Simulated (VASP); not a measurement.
Input of a VASP 6.6.1 run:

Contents of INCAR:

```
SYSTEM = Mg
PREC     = Accurate       ! precision mode
ENCUT    = 520            ! plane-wave cutoff, eV
EDIFF    = 1E-6           ! SCF threshold, eV
ISMEAR   = -1             ! smearing method
SIGMA    = 0.08           ! smearing width, eV
LREAL    = .False.        ! projectors in reciprocal space
LASPH    = .True.         ! aspherical terms in the spheres
NELM     = 60             ! most SCF steps
ALGO     = Normal         ! electronic algorithm
ISIF     = 2              ! what is computed and relaxed
LWAVE    = .False.        ! write WAVECAR
LCHARG   = .False.        ! write CHGCAR
GGA      = PE             ! functional
NBANDS   = 7              ! bands
```

KPOINTS

```
regular mesh
0
Gamma
  15 15 15
  0 0 0
```

POSCAR

```
Mg
1.0
   -1.7946656399      1.7946656399      1.7946656399
    1.7946656399     -1.7946656399      1.7946656399
    1.7946656399      1.7946656399     -1.7946656399
Mg
1
Direct
    0.0000000000      0.0000000000      0.0000000000
```

Potentials or basis: VASP PAW PBE potentials, release 64 (Mg).

Run with:

```bash
$ cat potpaw_PBE.64/Mg/POTCAR > POTCAR
$ mpirun -np 1 vasp_std > vasp.out
```

(1) Predict the band gap on the k mesh.

(2) Predict the pressure.

Results:

(1) zero (band 1 reaches 5.31 eV, above the bottom of band 2 at 1.77 eV).

(2) -0.4 GPa.
